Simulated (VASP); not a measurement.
Input of a VASP 6.6.1 run:

Contents of POSCAR:

```
NaF
1.0
    0.0000000000      2.2972417931      2.2972417931
    2.2972417931      0.0000000000      2.2972417931
    2.2972417931      2.2972417931      0.0000000000
Na F
1 1
Direct
    0.0000000000      0.0000000000      0.0000000000
    0.5000000000      0.5000000000      0.5000000000
```

The input INCAR.step1:

```
PREC     = Accurate       # precision mode
ENCUT    = 520            # plane-wave cutoff, eV
EDIFF    = 1E-5           # SCF threshold, eV
ISMEAR   = 0              # smearing method
SIGMA    = 0.01           # smearing width, eV
LREAL    = False          # projectors in reciprocal space
LASPH    = True           # aspherical terms in the spheres
NELM     = 60             # most SCF steps
ALGO     = Normal         # electronic algorithm
ISIF     = 2              # what is computed and relaxed
LWAVE    = True           # write WAVECAR
NBANDS   = 14             # bands
GGA      = PE             # functional
```

File INCAR.step2:

```
PREC     = Accurate       # precision mode
ENCUT    = 520            # plane-wave cutoff, eV
EDIFF    = 1E-6           # SCF threshold, eV
ISMEAR   = 0              # smearing method
SIGMA    = 0.01           # smearing width, eV
LREAL    = False          # projectors in reciprocal space
LASPH    = True           # aspherical terms in the spheres
NELM     = 60             # most SCF steps
ALGO     = Normal         # electronic algorithm
ISIF     = 2              # what is computed and relaxed
LWAVE    = False          # write WAVECAR
LCHARG   = True           # write CHGCAR
GGA      = PE             # functional
LHFCALC  = True           # exact exchange
HFSCREEN = 0.2079         # screening, 1/A
PRECFOCK = Normal       
LELF     = True           # ELF
LVHAR    = True         
NBANDS   = 14             # bands
ISTART   = 1
```

KPOINTS

```
regular mesh
0
Gamma
  6 6 6
```

Potentials or basis: VASP PAW PBE potentials, release 64 (Na_pv, F).

The run is started by

```bash
$ cat potpaw_PBE.64/Na_pv/POTCAR potpaw_PBE.64/F/POTCAR > POTCAR
$ cp INCAR.step1 INCAR
$ mpirun -np 1 vasp_std > vasp.out
$ cp INCAR.step2 INCAR
$ mpirun -np 1 vasp_std > vasp.out
```

Problem. What does it give for the band gap on the k mesh?

Solution. 8.60 eV.

Problem. What does it give for the pressure?

Solution. 1.6 GPa.

Caveat: the PAW data sets were made with another functional, which shifts forces and pressure a little.
